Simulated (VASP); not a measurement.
HfN: single point with LDA

Crystal: HfN.

```
Hf N
1.0
     0.00000    2.23402    2.23402
     2.23402    0.00000    2.23402
     2.23402    2.23402    0.00000
Hf N
1 1
Direct
  0.00000 0.00000 0.00000
  0.50000 0.50000 0.50000
```

```yaml
Program: VASP 6.6.1
Task: single point
Functional: LDA
Potentials_or_basis: VASP PAW LDA potentials, release 64 (Hf_pv, N)
Cutoff: 520 eV
k_mesh: 16 × 16 × 16
Occupations: fermi-dirac, width 0.1 eV
Spin: no spin polarisation
```

| Item | Value |
| --- | --- |
| Pressure | -1.2 GPa |

Levels at points of the mesh, in eV from the Fermi level:
| k point | band 5 | band 6 | band 7 | band 8 | band 9 | band 10 | band 11 | band 12 |
| --- | --- | --- | --- | --- | --- | --- | --- | --- |
| (0.00, 0.00, 0.00) | -2.99 | -2.99 | -2.99 | -0.41 | -0.41 | -0.41 | 1.99 | 1.99 |
| (0.50, 0.00, 0.00) | -9.03 | -6.32 | -6.32 | 3.43 | 3.84 | 3.84 | 4.73 | 9.22 |
| (0.50, 0.50, 0.00) | -5.28 | -3.98 | -3.62 | -3.62 | 4.23 | 5.75 | 5.75 | 6.08 |

Wall time 24 s on 1 thread of AMD EPYC 9R45 96-Core Processor (Zen 5), with other jobs on the host, peak memory 0.13 GiB.

Caveat: spin-orbit coupling is left out, which moves the levels of the heavy elements.
